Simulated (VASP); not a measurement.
# SnSe2 (P-3m1) in VASP: notebook

SnSe2 is run at these levels: r2SCAN+rVV10, PBE0, PBE-based screened hybrid with 10 % exact exchange, PBE-based screened hybrid with 15 % exact exchange; tasks: relaxation of cell and atoms, single point.

All numbers are computed with VASP 6.6.1; they aren't measurements. Logs are shortened: lines on timing, memory, paths and dates and some standing lists are left out, and cuts for length are marked.

## 1. The cell of the first run

Symmetry: P-3m1, No. 164, trigonal system. The conventional cell has a = 3.811 Å, b = 3.811 Å, c = 6.136 Å, α = 90.00°, β = 90.00°, γ = 120.00°. Sn (site symmetry -3m) has 6 Se at 2.68 Å within 3.5 Å. Within 3.5 Å of Se (site symmetry 3m) lie 3 Sn at 2.68 Å.

## 2. Relaxation of cell and atoms, r2SCAN+rVV10

Contents of POSCAR:

```
SnSe2
1.0
    3.8110000000      0.0000000000      0.0000000000
   -1.9055000000      3.3004228138      0.0000000000
    0.0000000000      0.0000000000      6.1360000000
Sn Se
1 2
Direct
    0.0000000000      0.0000000000      0.0000000000
    0.6666666667      0.3333333333      0.7510000000
    0.3333333333      0.6666666667      0.2490000000
```

Contents of INCAR.step1:

```
SYSTEM = SnSe2
PREC = Accurate ; ENCUT = 600
ISMEAR = -1 ; SIGMA = 0.05
LREAL = .FALSE. ; LASPH = .TRUE.
NELM = 80 ; GGA = PE
ALGO = Normal ; EDIFF = 1E-4
LWAVE = .TRUE. ; LCHARG = .FALSE.
```

Contents of INCAR.step2:

```
SYSTEM = SnSe2
PREC = Accurate ; ENCUT = 600
EDIFF = 1E-6 ; ISMEAR = -1
SIGMA = 0.05 ; LREAL = .FALSE.
LASPH = .TRUE. ; NELM = 80
ALGO = Normal ; ISIF = 3
LWAVE = .FALSE. ; LCHARG = .FALSE.
METAGGA = R2SCAN ; LMIXTAU = .TRUE.
LUSE_VDW = .TRUE. ; IVDW_NL = 2
BPARAM = 11.95 ; CPARAM = 0.0093
IBRION = 2 ; NSW = 60
EDIFFG = -0.01 ; ISTART = 1
```

Contents of KPOINTS:

```
Automatic mesh
0
G
  8 8 5
  0 0 0
```

Potentials or basis: VASP PAW PBE potentials, release 64 (Sn_d, Se).

On the command line:

```bash
$ cat potpaw_PBE.64/Sn_d/POTCAR potpaw_PBE.64/Se/POTCAR > POTCAR
$ cp INCAR.step1 INCAR
$ mpirun -np 1 vasp_std > vasp.out
$ cp INCAR.step2 INCAR
$ mpirun -np 1 vasp_std > vasp.out
```

OUTCAR:

```text
SYSTEM = SnSe2
   PREC = Accurate
   ENCUT = 600
   EDIFF = 1E-6
   ISMEAR = -1
   LREAL = .FALSE.
   LASPH = .TRUE.
   NELM = 80
   ISIF = 3
   METAGGA = R2SCAN
   IVDW_NL = 2
   BPARAM = 11.95
   IBRION = 2
   NSW = 60
   EDIFFG = -0.01
   ISTART = 1

 ion  position               nearest neighbor table
   1  0.000  0.000  0.000-   2 2.68   3 2.68   3 2.68   2 2.68   2 2.68   3 2.68
   2  0.667  0.333  0.751-   1 2.68   1 2.68   1 2.68
   3  0.333  0.667  0.249-   1 2.68   1 2.68   1 2.68

  LATTYP: Found a hexagonal cell.
 ALAT       =     3.8110000000
 C/A-ratio  =     1.6100760955

  Lattice vectors:

 A1 = (   3.8110000000,   0.0000000000,   0.0000000000)
 A2 = (  -1.9055000000,   3.3004228138,   0.0000000000)
 A3 = (   0.0000000000,   0.0000000000,   6.1360000000)

Analysis of symmetry for initial positions (statically):
=====================================================================
 Subroutine PRICEL returns:
 Original cell was already a primitive cell.

 Routine SETGRP: Setting up the symmetry group for a
 hexagonal supercell.

 Subroutine GETGRP returns: Found 12 space group operations
 (whereof 12 operations were pure point group operations)
 out of a pool of 24 trial point group operations.

The static configuration has the point symmetry D_3d.

Analysis of symmetry for dynamics (positions and initial velocities):
=====================================================================
 Subroutine PRICEL returns:
 Original cell was already a primitive cell.

 Routine SETGRP: Setting up the symmetry group for a
 hexagonal supercell.

 Subroutine GETGRP returns: Found 12 space group operations
 (whereof 12 operations were pure point group operations)
 out of a pool of 24 trial point group operations.

The dynamic configuration has the point symmetry D_3d.

 Subroutine INISYM returns: Found 12 space group operations
 (whereof 12 operations are pure point group operations),
 and found     1 'primitive' translations

----------------------------------------------------------------------------------------

                                     Primitive cell

  volume of cell :      77.1781

  direct lattice vectors                    reciprocal lattice vectors
     3.811000000  0.000000000  0.000000000     0.262398321  0.151495741  0.000000000
    -1.905500000  3.300422814  0.000000000     0.000000000  0.302991482  0.000000000
     0.000000000  0.000000000  6.136000000     0.000000000  0.000000000  0.162972621

  length of vectors
     3.811000000  3.811000000  6.136000000     0.302991482  0.302991482  0.162972621

  position of ions in fractional coordinates (direct lattice)
     0.000000000  0.000000000  0.000000000
     0.666666667  0.333333333  0.751000000
     0.333333333  0.666666667  0.249000000

  ion indices of the primitive-cell ions
   primitive index   ion index
                 1           1
                 2           2
                 3           3

----------------------------------------------------------------------------------------

 KPOINTS: Automatic mesh

Automatic generation of k-mesh.
 Grid dimensions read from file:
 generate k-points for:    8    8    5

 Generating k-lattice:

  Cartesian coordinates                     Fractional coordinates (reciprocal lattice)
     0.032799790  0.018936968  0.000000000     0.125000000  0.000000000  0.000000000
     0.000000000  0.037873935  0.000000000     0.000000000  0.125000000  0.000000000
     0.000000000  0.000000000  0.032594524     0.000000000  0.000000000  0.200000000

  Length of vectors
     0.037873935  0.037873935  0.032594524

  Shift w.r.t. Gamma in fractional coordinates (k-lattice)
     0.000000000  0.000000000  0.000000000

 Subroutine IBZKPT returns following result:
 ===========================================

 Found     40 irreducible k-points:

 Following reciprocal coordinates:
            Coordinates               Weight
  0.000000  0.000000  0.000000      1.000000
  0.125000  0.000000  0.000000      6.000000
  0.250000  0.000000  0.000000      6.000000
  0.375000  0.000000  0.000000      6.000000
  0.500000  0.000000  0.000000      3.000000
  0.125000  0.125000  0.000000      6.000000
[... 16 lines left out ...]
 -0.125000  0.500000  0.200000     12.000000
  0.250000  0.250000  0.200000     12.000000
 [... further k-points ...]
   k-points           NKPTS =     40   k-points in BZ     NKDIM =     40   number of bands    NBANDS=     17
   number of dos      NEDOS =    301   number of ions     NIONS =      3
   total plane-waves  NPLWV =  45000
   dimension x,y,z NGX =    30 NGY =   30 NGZ =   50
   dimension x,y,z NGXF=    60 NGYF=   60 NGZF=  100
   ions per type =               1   2
   NGX,Y,Z   is equivalent  to a cutoff of  13.09, 13.09, 13.55 a.u.
   NGXF,Y,Z  is equivalent  to a cutoff of  26.17, 26.17, 27.09 a.u.
 SYSTEM =  SnSe2
   PREC   = accura    normal or accurate (medium, high low for compatibility)
   ISTART =      1    job   : 0-new  1-cont  2-samecut
   ICHARG =      0    charge: 1-file 2-atom 10-const
   ISPIN  =      1    spin polarized calculation?
   LNONCOLLINEAR =      F non collinear calculations
   LSORBIT =      F    spin-orbit coupling
   LASPH  =      T    aspherical Exc in radial PAW
   ENCUT  =  600.0 eV  44.10 Ry    6.64 a.u.   7.61  7.61 12.26*2*pi/ulx,y,z
   NELM   =     80;   NELMIN=  2; NELMDL=  0     # of ELM steps
   EDIFF  = 0.1E-05   stopping-criterion for ELM
   LREAL  =      F    real-space projection
   EDIFFG = -.1E-01   stopping-criterion for IOM
   NSW    =     60    number of steps for IOM
   IBRION =      2    ionic relax: 0-MD 1-quasi-New 2-CG
   NFREE  =      1    steps in history (QN), initial steepest desc. (CG)
   ISIF   =      3    stress and relaxation
   ISYM   =      2    0-nonsym 1-usesym 2-fastsym
   POTIM  = 0.5000    time-step for ionic-motion
   TEBEG  =    0.0;   TEEND  =   0.0 temperature during run
   PSTRESS=    0.0 pullay stress
   NELECT =      26.0000    total number of electrons
   NUPDOWN=      -1.0000    fix difference up-down
   EMIN   =  10.00;   EMAX   =-10.00  energy-range for DOS
   EFERMI =   0.00;   METHOD = LEGACY
   ISMEAR =    -1;   SIGMA  =   0.05  broadening in eV -4-tet -1-fermi 0-gaus
   EFERMI_NEDOS =   21; number of points for ismear=-14 and -15
   IALGO  =     38    algorithm
   IMIX   =      4    mixing-type and parameters
     AMIX     =   0.40;   BMIX     =  1.00
     AMIX_MAG =   1.60;   BMIX_MAG =  1.00
  volume/ion in A,a.u.               =      25.73       173.61
  Fermi-wavevector in a.u.,A,eV,Ry     =   1.139116  2.152617 17.654722  1.297585
  Thomas-Fermi vector in A             =   2.275820
   LORBIT       =      0    0 simple, 1 ext, 2 COOP (PROOUT), +10 PAW based schemes
   METAGGA = R2SCAN    functional components
   LHFCALC =     F    Hartree Fock is set to
   AEXX    =    0.0000 exact exchange contribution
   IVDW_NL    =     2    kernel type
   BPARAM     =11.9500
   IVDW    =     0    specifies the selected vdW correction
   LEPSILON=     F    determine dielectric tensor
   LRPA    =     F    only Hartree local field effects (RPA)
 conjugate gradient relaxation of ions
 non-spin polarized calculation
  energy-cutoff  :      600.00
  volume of cell :       77.18
 maximum number of plane-waves:      2605
   NGX = 15   NGY = 15   NGZ = 25

--------------------------------------- Ionic step        1  -------------------------------------------

 number of electron      25.9999991 magnetization

 Free energy of the ion-electron system (eV)
  ---------------------------------------------------
  ext. energy  EPLUGINS =         0.00000000
  ---------------------------------------------------
  free energy    TOTEN  =       -53.94367167 eV

  energy without entropy =      -53.94366995  energy(sigma->0) =      -53.94367081

 E-fermi :   4.4267     XC(G=0): -10.0669

 val. band max:        3.8761997131   @ k =   0.0000   0.0000   0.0000
 cond. band min:       4.9500973336   @ k =   0.5000   0.0000   0.4000
 fundamental gap:      1.0738976204
 Fermi energy:         4.4266549351

 k-point     1 :       0.0000    0.0000    0.0000
  band No.  band energies     occupation
      1     -18.0330      2.00000
      2     -18.0330      2.00000
      3     -17.9718      2.00000
      4     -17.9599      2.00000
      5     -17.9599      2.00000
      6     -10.6453      2.00000
[... 9 lines left out ...]
     16       8.9103      0.00000
     17       8.9103      0.00000
[... 443 lines left out ...]
      1     -18.0784      2.00000
      2     -18.0348      2.00000
      3     -17.9666      2.00000
      4     -17.9524      2.00000
      5     -17.9333      2.00000
      6      -8.9793      2.00000
[... 9 lines left out ...]
     16      10.4301      0.00000
     17      11.2053      0.00000

 [... further k-points ...]

------------------------ aborting loop because EDIFF is reached ----------------------------------------

  FORCE on cell =-STRESS in cart. coord.  units (eV):
  Direction    XX          YY          ZZ          XY          YZ          ZX
  --------------------------------------------------------------------------------------
  -------------------------------------------------------------------------------------
  Total        1.1545961      1.1545961      1.8837488      0.0000000      0.0000000      0.0000000
  in kB       23.9688275     23.9688275     39.1056668      0.0000000      0.0000000      0.0000000
  external PRESSURE =      29.0144406 kB  Pullay stress =       0.0000000 kB
[... 207 lines left out ...]
  energy  without entropy=      -53.9783202833  energy(sigma->0) =      -53.97832264

--------------------------------------- Ionic step        7  -------------------------------------------

 number of electron      26.0000000 magnetization

 Free energy of the ion-electron system (eV)
  ---------------------------------------------------
  ext. energy  EPLUGINS =         0.00000000
  ---------------------------------------------------
  free energy    TOTEN  =       -53.97832434 eV

  energy without entropy =      -53.97831960  energy(sigma->0) =      -53.97832197

 E-fermi :   4.0534     XC(G=0):  -9.9453

 val. band max:        3.5357908899   @ k =   0.1250   0.0000   0.2000
 cond. band min:       4.5138694798   @ k =   0.5000   0.0000   0.4000
 fundamental gap:      0.9780785900
 Fermi energy:         4.0533502088

 k-point     1 :       0.0000    0.0000    0.0000
  band No.  band energies     occupation
      1     -18.2883      2.00000
      2     -18.2882      2.00000
      3     -18.2316      2.00000
      4     -18.2243      2.00000
      5     -18.2243      2.00000
      6     -10.6820      2.00000
[... 9 lines left out ...]
     16       8.6071      0.00000
     17       8.6071      0.00000
[... 443 lines left out ...]
      1     -18.3254      2.00000
      2     -18.2868      2.00000
      3     -18.2321      2.00000
      4     -18.2178      2.00000
      5     -18.1984      2.00000
      6      -9.1096      2.00000
[... 9 lines left out ...]
     16       9.9256      0.00000
     17      10.6053      0.00000

 [... further k-points ...]

------------------------ aborting loop because EDIFF is reached ----------------------------------------

  FORCE on cell =-STRESS in cart. coord.  units (eV):
  Direction    XX          YY          ZZ          XY          YZ          ZX
  --------------------------------------------------------------------------------------
  -------------------------------------------------------------------------------------
  Total        0.0156397      0.0156397     -0.0004657     -0.0000000      0.0000000      0.0000000
  in kB        0.3155490      0.3155490     -0.0093958     -0.0000000      0.0000000      0.0000000
  external PRESSURE =       0.2072341 kB  Pullay stress =       0.0000000 kB
[... 18 lines left out ...]
  FREE ENERGIE OF THE ION-ELECTRON SYSTEM (eV)
  ---------------------------------------------------
  free  energy   TOTEN  =       -53.9783243398 eV

  energy  without entropy=      -53.9783196045  energy(sigma->0) =      -53.97832197

 reached required accuracy - stopping structural energy minimisation
```

It took 15 min on 1 thread of Intel Xeon 6975P-C (Granite Rapids), shared host; peak memory 0.43 GiB.

Results:

```
Free energy                           : -53.9783 eV
Relaxed volume                        : 26.47 Å³/atom
Relaxed cell                          : a = 3.829 Å, b = 3.829 Å, c = 6.255 Å, α = 90.00°, β = 90.00°, γ = 120.00°
Space group after relaxing (to 0.1 Å) : P-3m1 (No. 164)
Energy gained by relaxing             : 11.6 meV/atom
Ionic steps                           : 7
Pressure after relaxing               : 0.0 GPa
Largest force after relaxing          : 0.009 eV/Å
Band gap on the k mesh                : 0.98 eV (least direct gap 1.51 eV)
```

Forces on the atoms (eV/Å):
```
Sn   0.000  0.000  0.000
Se   0.000  0.000 -0.009
Se   0.000  0.000  0.009
```

The path:
| step | energy change (eV) | largest force (eV/Å) | pressure (GPa) | volume (Å³) |
| --- | --- | --- | --- | --- |
| 1 | 0.0000 | 0.5803 | 2.90 | 77.18 |
| 2 | -0.0047 | 0.3698 | -2.69 | 82.50 |
| 3 | -0.0330 | 0.0621 | -0.22 | 79.86 |
| 4 | -0.0330 | 0.0717 | -0.16 | 79.81 |
| 5 | -0.0344 | 0.0328 | -0.05 | 79.56 |
| 6 | -0.0347 | 0.0109 | 0.01 | 79.42 |
| 7 | -0.0347 | 0.0090 | 0.02 | 79.41 |

Final structure:
```cif
data_structure
_symmetry_space_group_name_H-M 'P 1'
_symmetry_Int_Tables_number 1
_cell_length_a 3.8289
_cell_length_b 3.8289
_cell_length_c 6.2546
_cell_angle_alpha 90.000
_cell_angle_beta 90.000
_cell_angle_gamma 120.000
_cell_volume 79.41
loop_
_atom_site_label
_atom_site_type_symbol
_atom_site_fract_x
_atom_site_fract_y
_atom_site_fract_z
_atom_site_occupancy
Sn1 Sn 0.00000 0.00000 0.00000 1
Se1 Se 0.66667 0.33333 0.74782 1
Se2 Se 0.33333 0.66667 0.25218 1
```

Levels at points of the mesh, in eV from the valence-band top:
```
           k point  band 9  band 10  band 11  band 12  band 13  band 14  band 15  band 16  band 17
(0.00, 0.00, 0.00)   -0.55    -0.55    -0.27    -0.27    -0.09     1.42     3.57     5.07     5.07
(0.50, 0.00, 0.00)   -4.39    -2.89    -2.50    -1.19    -0.25     1.41     4.26     5.80     5.84
```

Caveat: the PAW data sets were made with another functional, which shifts forces and pressure a little; spin-orbit coupling is left out, which moves the levels of the heavy elements; an odd mesh through Γ misses points on the zone boundary, where band edges can lie.

(Part 1 of 3 ends here.)
